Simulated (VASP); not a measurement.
# CO2 (I-42d) in VASP: further runs

Aim: see how the results for CO2 move with the level of theory and the settings. Levels: PBE, revPBE, BLYP. Tasks: single point.

Program: VASP 6.6.1. These are calculated values, not measurements. Logs are shortened: lines on timing, memory, paths and dates and some standing lists are left out, and cuts for length are marked.

## Step 1: The cell of the first run

The structure is tetragonal, space group I-42d (No. 122). The conventional cell has a = 3.949 Å, b = 3.949 Å, c = 6.028 Å, α = 90.00°, β = 90.00°, γ = 90.00°. Within 1.9 Å of O (site symmetry 2) lie 2 C at 1.40 Å. C (site symmetry -4) has 4 O at 1.40 Å within 1.9 Å.

## Step 2: Single point, PBE

Contents of INCAR:

```
  PREC = Accurate
  ENCUT = 520
  EDIFF = 1E-6
  ISMEAR = 0
  SIGMA = 0.014
  LREAL = False
  LASPH = True
  NELM = 80
  ALGO = Normal
  ISIF = 2
  LWAVE = False
  LCHARG = True
  GGA = PE
  LELF = True
  LVHAR = True
  NBANDS = 25
```

Contents of KPOINTS:

```
Automatic mesh
0
Gamma
  9 9 9
```

Contents of POSCAR:

```
CO2
1.0
   -1.9747270000      1.9747270000      3.0140580000
    1.9747270000     -1.9747270000      3.0140580000
    1.9747270000      1.9747270000     -3.0140580000
O C
4 2
Direct
    0.8750000000      0.9597980000      0.5847980000
    0.3750000000      0.2902020000      0.4152020000
    0.0402020000      0.6250000000      0.9152020000
    0.7097980000      0.1250000000      0.0847980000
    0.0000000000      0.0000000000      0.0000000000
    0.7500000000      0.2500000000      0.5000000000
```

Potentials or basis: VASP PAW PBE potentials, release 64 (O, C).

Launch:

```
> cat potpaw_PBE.64/O/POTCAR potpaw_PBE.64/C/POTCAR > POTCAR
> mpirun -np 1 vasp_std > vasp.out
```

OUTCAR:

```text
PREC = Accurate
   ENCUT = 520
   EDIFF = 1E-6
   ISMEAR = 0
   LREAL = False
   LASPH = True
   NELM = 80
   ISIF = 2
   GGA = PE

 ion  position               nearest neighbor table
   1  0.875  0.960  0.585-   5 1.40   6 1.40
   2  0.375  0.290  0.415-   5 1.40   6 1.40
   3  0.040  0.625  0.915-   6 1.40   5 1.40
   4  0.710  0.125  0.085-   5 1.40   6 1.40
   5  0.000  0.000  0.000-   1 1.40   2 1.40   4 1.40   3 1.40
   6  0.750  0.250  0.500-   1 1.40   3 1.40   4 1.40   2 1.40

  LATTYP: Found a body centered tetragonal cell.
 ALAT       =     3.9494540000
 C/A-ratio  =     1.5263162959

  Lattice vectors:

 A1 = (  -1.9747270000,   1.9747270000,   3.0140580000)
 A2 = (   1.9747270000,  -1.9747270000,   3.0140580000)
 A3 = (   1.9747270000,   1.9747270000,  -3.0140580000)

Analysis of symmetry for initial positions (statically):
=====================================================================
 Subroutine PRICEL returns:
 Original cell was already a primitive cell.

 Routine SETGRP: Setting up the symmetry group for a
 body centered tetragonal supercell.

 Subroutine GETGRP returns: Found  8 space group operations
 (whereof  4 operations were pure point group operations)
 out of a pool of 16 trial point group operations.

The static configuration has the point symmetry S_4 .
 The point group associated with its full space group is D_2d.

Analysis of symmetry for dynamics (positions and initial velocities):
=====================================================================
 Subroutine PRICEL returns:
 Original cell was already a primitive cell.

 Routine SETGRP: Setting up the symmetry group for a
 body centered tetragonal supercell.

 Subroutine GETGRP returns: Found  8 space group operations
 (whereof  4 operations were pure point group operations)
 out of a pool of 16 trial point group operations.

The dynamic configuration has the point symmetry S_4 .
 The point group associated with its full space group is D_2d.

 Subroutine INISYM returns: Found  8 space group operations
 (whereof  4 operations are pure point group operations),
 and found     1 'primitive' translations

----------------------------------------------------------------------------------------

                                     Primitive cell

  volume of cell :      47.0138

  direct lattice vectors                    reciprocal lattice vectors
    -1.974727000  1.974727000  3.014058000     0.000000000  0.253199556  0.165889309
     1.974727000 -1.974727000  3.014058000     0.253199556  0.000000000  0.165889309
     1.974727000  1.974727000 -3.014058000     0.253199556  0.253199556  0.000000000

  length of vectors
     4.108970562  4.108970562  4.108970562     0.302703284  0.302703284  0.358078246

  position of ions in fractional coordinates (direct lattice)
     0.875000000  0.959798000  0.584798000
     0.375000000  0.290202000  0.415202000
     0.040202000  0.625000000  0.915202000
     0.709798000  0.125000000  0.084798000
     0.000000000  0.000000000  0.000000000
     0.750000000  0.250000000  0.500000000

  ion indices of the primitive-cell ions
   primitive index   ion index
                 1           1
                 2           2
                 3           3
                 4           4
                 5           5
                 6           6

----------------------------------------------------------------------------------------

 KPOINTS: Automatic mesh

Automatic generation of k-mesh.
 Grid dimensions read from file:
 generate k-points for:    9    9    9

 Generating k-lattice:

  Cartesian coordinates                     Fractional coordinates (reciprocal lattice)
     0.000000000  0.028133284  0.018432145     0.111111111 -0.000000000  0.000000000
     0.028133284  0.000000000  0.018432145    -0.000000000  0.111111111  0.000000000
     0.028133284  0.028133284  0.000000000     0.000000000  0.000000000  0.111111111

  Length of vectors
     0.033633698  0.033633698  0.039786472

  Shift w.r.t. Gamma in fractional coordinates (k-lattice)
     0.000000000  0.000000000  0.000000000

 Subroutine IBZKPT returns following result:
 ===========================================

 Found     75 irreducible k-points:

 Following reciprocal coordinates:
            Coordinates               Weight
  0.000000  0.000000  0.000000      1.000000
  0.111111 -0.000000  0.000000      8.000000
  0.222222 -0.000000  0.000000      8.000000
  0.333333 -0.000000  0.000000      8.000000
  0.444444 -0.000000  0.000000      8.000000
  0.111111  0.111111  0.000000      8.000000
[... 16 lines left out ...]
 -0.333333  0.333333  0.000000      4.000000
  0.444444  0.444444  0.000000      8.000000
 [... further k-points ...]
   k-points           NKPTS =     75   k-points in BZ     NKDIM =     75   number of bands    NBANDS=     25
   number of dos      NEDOS =    301   number of ions     NIONS =      6
   total plane-waves  NPLWV =  32768
   dimension x,y,z NGX =    32 NGY =   32 NGZ =   32
   dimension x,y,z NGXF=    64 NGYF=   64 NGZF=   64
   ions per type =               4   2
   NGX,Y,Z   is equivalent  to a cutoff of  12.95, 12.95, 12.95 a.u.
   NGXF,Y,Z  is equivalent  to a cutoff of  25.89, 25.89, 25.89 a.u.
 SYSTEM =  unknown system
   PREC   = accura    normal or accurate (medium, high low for compatibility)
   ISTART =      0    job   : 0-new  1-cont  2-samecut
   ICHARG =      2    charge: 1-file 2-atom 10-const
   ISPIN  =      1    spin polarized calculation?
   LNONCOLLINEAR =      F non collinear calculations
   LSORBIT =      F    spin-orbit coupling
   LASPH  =      T    aspherical Exc in radial PAW
   ENCUT  =  520.0 eV  38.22 Ry    6.18 a.u.   7.64  7.64  7.64*2*pi/ulx,y,z
   NELM   =     80;   NELMIN=  2; NELMDL= -5     # of ELM steps
   EDIFF  = 0.1E-05   stopping-criterion for ELM
   LREAL  =      F    real-space projection
   EDIFFG = 0.1E-04   stopping-criterion for IOM
   NSW    =      0    number of steps for IOM
   IBRION =     -1    ionic relax: 0-MD 1-quasi-New 2-CG
   NFREE  =      0    steps in history (QN), initial steepest desc. (CG)
   ISIF   =      2    stress and relaxation
   ISYM   =      2    0-nonsym 1-usesym 2-fastsym
   POTIM  = 0.5000    time-step for ionic-motion
   TEBEG  =    0.0;   TEEND  =   0.0 temperature during run
   PSTRESS=    0.0 pullay stress
   NELECT =      32.0000    total number of electrons
   NUPDOWN=      -1.0000    fix difference up-down
   EMIN   =  10.00;   EMAX   =-10.00  energy-range for DOS
   EFERMI =   0.00;   METHOD = LEGACY
   ISMEAR =     0;   SIGMA  =   0.01  broadening in eV -4-tet -1-fermi 0-gaus
   EFERMI_NEDOS =   21; number of points for ismear=-14 and -15
   IALGO  =     38    algorithm
   IMIX   =      4    mixing-type and parameters
     AMIX     =   0.40;   BMIX     =  1.00
     AMIX_MAG =   1.60;   BMIX_MAG =  1.00
  volume/ion in A,a.u.               =       7.84        52.88
  Fermi-wavevector in a.u.,A,eV,Ry     =   1.440068  2.721333 28.215694  2.073795
  Thomas-Fermi vector in A             =   2.558853
   LORBIT       =      0    0 simple, 1 ext, 2 COOP (PROOUT), +10 PAW based schemes
   GGA     = PE    functional components
   LHFCALC =     F    Hartree Fock is set to
   AEXX    =    0.0000 exact exchange contribution
   IVDW    =     0    specifies the selected vdW correction
   LEPSILON=     F    determine dielectric tensor
   LRPA    =     F    only Hartree local field effects (RPA)
 non-spin polarized calculation
 Gauss-broadening in eV      SIGMA  =   0.01
  energy-cutoff  :      520.00
  volume of cell :       47.01
 maximum number of plane-waves:      1307
   NGX = 15   NGY = 15   NGZ = 15

 number of electron      32.0000003 magnetization

 Free energy of the ion-electron system (eV)
  ---------------------------------------------------
  ext. energy  EPLUGINS =         0.00000000
  ---------------------------------------------------
  free energy    TOTEN  =       -43.42699614 eV

  energy without entropy =      -43.42699614  energy(sigma->0) =      -43.42699614

 E-fermi :   2.2374     XC(G=0): -11.0628

 val. band max:        2.1230457300   @ k =  -0.4444   0.4444   0.4444
 cond. band min:       9.7817145138   @ k =   0.0000   0.0000   0.0000
 fundamental gap:      7.6586687838
 Fermi energy:         2.2374375573

 k-point     1 :       0.0000    0.0000    0.0000
  band No.  band energies     occupation
      1     -21.8217      2.00000
      2     -16.7659      2.00000
      3     -16.7659      2.00000
      4     -16.1556      2.00000
      5     -12.4235      2.00000
      6      -7.4538      2.00000
[... 17 lines left out ...]
     24      17.1234      0.00000
     25      17.1234      0.00000

 k-point     2 :       0.1111   -0.0000    0.0000
  band No.  band energies     occupation
      1     -21.7422      2.00000
      2     -16.9497      2.00000
      3     -16.7861      2.00000
      4     -16.2641      2.00000
      5     -12.1622      2.00000
      6      -7.4455      2.00000
[... 17 lines left out ...]
     24      17.0619      0.00000
     25      17.2236      0.00000

 k-point     3 :       0.2222   -0.0000    0.0000
  band No.  band energies     occupation
      1     -21.5154      2.00000
      2     -17.4994      2.00000
      3     -16.8312      2.00000
      4     -16.3975      2.00000
      5     -11.5873      2.00000
      6      -7.4456      2.00000
[... 17 lines left out ...]
     24      16.8412      0.00000
     25      17.2742      0.00000

 k-point     4 :       0.3333   -0.0000    0.0000
  band No.  band energies     occupation
      1     -21.1871      2.00000
      2     -18.1728      2.00000
      3     -16.8720      2.00000
      4     -16.4887      2.00000
      5     -11.0272      2.00000
      6      -7.4351      2.00000
[... 17 lines left out ...]
     24      16.6361      0.00000
     25      17.0359      0.00000

 k-point     5 :       0.4444   -0.0000    0.0000
  band No.  band energies     occupation
      1     -20.8920      2.00000
      2     -18.6699      2.00000
      3     -16.8924      2.00000
      4     -16.5433      2.00000
      5     -10.7011      2.00000
      6      -7.4064      2.00000
[... 17 lines left out ...]
     24      16.5365      0.00000
     25      16.9984      0.00000

 k-point     6 :       0.1111    0.1111    0.0000
  band No.  band energies     occupation
      1     -21.6138      2.00000
      2     -17.2180      2.00000
      3     -16.8232      2.00000
      4     -16.4229      2.00000
      5     -11.7665      2.00000
      6      -7.5125      2.00000
[... 17 lines left out ...]
     24      16.9811      0.00000
     25      17.1937      0.00000
[... 393 lines left out ...]
 k-point    21 :       0.4444    0.3333    0.0000
  band No.  band energies     occupation
      1     -20.2439      2.00000
      2     -19.4075      2.00000
      3     -16.9469      2.00000
      4     -16.7662      2.00000
      5      -9.7294      2.00000
      6      -8.6873      2.00000
[... 17 lines left out ...]
     24      16.7490      0.00000
     25      17.1914      0.00000

 k-point    22 :      -0.4444    0.3333    0.0000
  band No.  band energies     occupation
      1     -20.5512      2.00000
      2     -19.0456      2.00000
      3     -16.9138      2.00000
      4     -16.7025      2.00000
      5     -10.0870      2.00000
      6      -8.6763      2.00000
[... 17 lines left out ...]
     24      16.3643      0.00000
     25      17.4025      0.00000

 k-point    23 :      -0.3333    0.3333    0.0000
  band No.  band energies     occupation
      1     -20.8894      2.00000
      2     -18.5909      2.00000
      3     -16.8972      2.00000
      4     -16.5983      2.00000
      5     -10.5525      2.00000
      6      -8.4800      2.00000
[... 17 lines left out ...]
     24      16.2728      0.00000
     25      17.7981      0.00000

 k-point    24 :       0.4444    0.4444    0.0000
  band No.  band energies     occupation
      1     -19.9031      2.00000
      2     -19.7772      2.00000
      3     -16.8742      2.00000
      4     -16.8285      2.00000
      5      -9.4174      2.00000
      6      -9.2134      2.00000
[... 17 lines left out ...]
     24      16.8063      0.00000
     25      17.1757      0.00000

 [... further k-points ...]
[... 5 lines left out ...]
  --------------------------------------------------------------------------------------
  -------------------------------------------------------------------------------------
  Total        0.4477321      0.4477321     -0.0682666      0.0000000      0.0000000      0.0000000
  in kB       15.2581909     15.2581909     -2.3264451      0.0000000      0.0000000      0.0000000
  external PRESSURE =       9.3966455 kB  Pullay stress =       0.0000000 kB

 VOLUME and BASIS-vectors are now :
 -----------------------------------------------------------------------------
  energy-cutoff  :      520.00
  volume of cell :       47.01
      direct lattice vectors                 reciprocal lattice vectors
    -1.974727000  1.974727000  3.014058000     0.000000000  0.253199556  0.165889309
     1.974727000 -1.974727000  3.014058000     0.253199556  0.000000000  0.165889309
     1.974727000  1.974727000 -3.014058000     0.253199556  0.253199556  0.000000000

 POSITION                                       TOTAL-FORCE (eV/Angst)
 -----------------------------------------------------------------------------------
      1.32227      0.98736      3.76757        -0.060493     -0.000000      0.000000
      0.65246      0.98736      0.75351         0.060493      0.000000      0.000000
      2.96209      0.65246     -0.75351         0.000000      0.060493      0.000000
     -0.98736      1.32227      2.26054        -0.000000     -0.060493      0.000000
      0.00000      0.00000      0.00000        -0.000000     -0.000000      0.000000
     -0.00000      1.97473      1.50703         0.000000     -0.000000     -0.000000
 -----------------------------------------------------------------------------------
    total drift:                                0.000001      0.000001      0.000000

  FREE ENERGIE OF THE ION-ELECTRON SYSTEM (eV)
  ---------------------------------------------------
  free  energy   TOTEN  =       -43.4269961395 eV

  energy  without entropy=      -43.4269961395  energy(sigma->0) =      -43.42699614
```

It took 2.4 min on 1 thread of Oxide Virtual Turin-like, shared host; peak memory 0.17 GiB.

Results:

| Item | Value |
| --- | --- |
| Free energy | -43.4270 eV |
| Pressure | 0.9 GPa |
| Largest force | 0.060 eV/Å |
| Band gap on the k mesh | 7.66 eV, indirect (least direct gap 8.09 eV) |

Forces on the atoms (eV/Å):
```
O   -0.060  0.000  0.000
O    0.060  0.000  0.000
O    0.000  0.060  0.000
O    0.000 -0.060  0.000
C    0.000  0.000  0.000
C    0.000  0.000  0.000
```

Stress tensor (GPa, compression positive):
```
 1.53  0.00  0.00
 0.00  1.53  0.00
 0.00  0.00 -0.23
```

A k mesh can miss the band edges.

## Step 3: Single point, revPBE

This run uses another cell than the first one, of 8.02 Å³/atom, 1.024 times its volume.

Contents of INCAR:

```
SYSTEM = CO2
PREC = Accurate
ENCUT = 520
EDIFF = 1E-6
ISMEAR = -1
SIGMA = 0.05
LREAL = .FALSE.
LASPH = .TRUE.
NELM = 60
ALGO = Normal
ISIF = 2
LWAVE = .FALSE.
LCHARG = .FALSE.
GGA = RE
NBANDS = 25
```

Contents of KPOINTS:

```
regular mesh
0
G
  9 9 9
  0 0 0
```

Contents of POSCAR:

```
CO2
1.0
   -2.0004702004      2.0004702004      3.0069177324
    2.0004702004     -2.0004702004      3.0069177324
    2.0004702004      2.0004702004     -3.0069177324
O C
4 2
Direct
    0.8750000000      0.9630542280      0.5880542280
    0.3750000000      0.2869457720      0.4119457720
    0.0369457720      0.6250000000      0.9119457720
    0.7130542280      0.1250000000      0.0880542280
    0.0000000000      0.0000000000      0.0000000000
    0.7500000000      0.2500000000      0.5000000000
```

Potentials or basis: VASP PAW PBE potentials, release 64 (O, C).

Launch:

```
> cat potpaw_PBE.64/O/POTCAR potpaw_PBE.64/C/POTCAR > POTCAR
> mpirun -np 1 vasp_std > vasp.out
```

Run time: 2 min. Hardware: 1 thread of Oxide Virtual Turin-like, shared host; peak memory 0.17 GiB.

It converged, with:

| Property | Result |
| --- | --- |
| Free energy | -41.2484 eV |
| Pressure | 1.2 GPa |
| Largest force | 0.068 eV/Å |
| Band gap on the k mesh | 7.68 eV, indirect (least direct gap 8.04 eV) |

Forces in eV/Å, atoms in the order of the input:
```
O   -0.068  0.000  0.000
O    0.068  0.000  0.000
O    0.000  0.068  0.000
O    0.000 -0.068  0.000
C    0.000  0.000  0.000
C    0.000  0.000  0.000
```

Stress tensor (GPa, compression positive):
```
1.32 0.00 0.00
0.00 1.32 0.00
0.00 0.00 1.06
```

Levels at points of the mesh, in eV from the valence-band top:
```
           k point  band 13  band 14  band 15  band 16  band 17  band 18  band 19  band 20
(0.00, 0.00, 0.00)    -1.10    -0.87    -0.87    -0.44     7.68     8.86     9.07     9.07
```

Caveat: the PAW data sets were made with another functional, which shifts forces and pressure a little. A k mesh can miss the band edges.

## Step 4: Single point, BLYP

This run uses another cell than the first one, of 8.04 Å³/atom, 1.026 times its volume.

Contents of INCAR:

```
PREC     = Accurate       # precision mode
ENCUT    = 520            # plane-wave cutoff, eV
EDIFF    = 1E-6           # SCF threshold, eV
ISMEAR   = -1             # smearing method
SIGMA    = 0.05           # smearing width, eV
LREAL    = False          # projectors in reciprocal space
LASPH    = True           # aspherical terms in the spheres
NELM     = 60             # most SCF steps
ALGO     = Normal         # electronic algorithm
ISIF     = 2              # what is computed and relaxed
LWAVE    = False          # write WAVECAR
LCHARG   = False          # write CHGCAR
GGA      = B5             # functional
ALDAX    = 1.0          
AGGAX    = 1.0          
AGGAC    = 1.0          
ALDAC    = 0.0          
NBANDS   = 25             # bands
```

Contents of KPOINTS:

```
regular mesh
0
Gamma
  9 9 9
```

Contents of POSCAR:

```
CO2
1.0
   -2.0007989229      2.0007989229      3.0135315484
    2.0007989229     -2.0007989229      3.0135315484
    2.0007989229      2.0007989229     -3.0135315484
O C
4 2
Direct
    0.8750000000      0.9631347338      0.5881347338
    0.3750000000      0.2868652662      0.4118652662
    0.0368652662      0.6250000000      0.9118652662
    0.7131347338      0.1250000000      0.0881347338
    0.0000000000      0.0000000000      0.0000000000
    0.7500000000      0.2500000000      0.5000000000
```

Launch:

```
> cat potpaw_PBE.64/O/POTCAR potpaw_PBE.64/C/POTCAR > POTCAR
> mpirun -np 1 vasp_std > vasp.out
```

Wall time 1.8 min (1 thread of Oxide Virtual Turin-like, shared host); peak memory 0.17 GiB.

Results (log left out):

```yaml
Free_energy: -40.7026 eV
Pressure: 1.7 GPa
Largest_force: 0.098 eV/Å
Band_gap_on_the_k_mesh: 7.65 eV, indirect (least direct gap 8.02 eV)
```

Forces on the atoms (eV/Å):
```
O   -0.098  0.000  0.000
O    0.098  0.000  0.000
O    0.000  0.098  0.000
O    0.000 -0.098  0.000
C    0.000  0.000  0.000
C    0.000  0.000  0.000
```

Stress tensor (GPa, compression positive):
```
1.85 0.00 0.00
0.00 1.85 0.00
0.00 0.00 1.53
```

Levels at points of the mesh, in eV from the valence-band top:
```csv
k point,band 12,band 13,band 14,band 15,band 16,band 17,band 18,band 19,band 20,band 21
"(0.00, 0.00, 0.00)",-1.09,-1.09,-0.87,-0.87,-0.46,7.65,8.83,9.01,9.01,12.12
```

Caveat: the PAW data sets were made with another functional, which shifts forces and pressure a little. A k mesh can miss the band edges.

## Step 5: Overview

| level | cell | smearing | gap on the mesh (eV) | pressure (GPa) | largest force (eV/Å) |
| --- | --- | --- | --- | --- | --- |
| PBE | a = 4.109 Å, angles 122.6, 122.6, 85.6°, 6 atoms | gaussian 0.014 eV | 7.66 | 0.9 | 0.06 |
| revPBE | a = 4.129 Å, angles 122.0, 122.0, 86.5°, 6 atoms | fermi-dirac 0.05 eV | 7.68 | 1.2 | 0.07 |
| BLYP | a = 4.134 Å, angles 122.1, 122.1, 86.4°, 6 atoms | fermi-dirac 0.05 eV | 7.65 | 1.7 | 0.10 |

Alike in all rows: task single point; potentials or basis VASP PAW PBE potentials, release 64 (O, C); no spin polarisation; k mesh 9 × 9 × 9; cutoff (eV) 520.

Caveats: the PAW data sets were made with another functional, which shifts forces and pressure a little (some runs).

Total energies depend on the potentials used, so only differences within one code and one set of settings carry meaning.
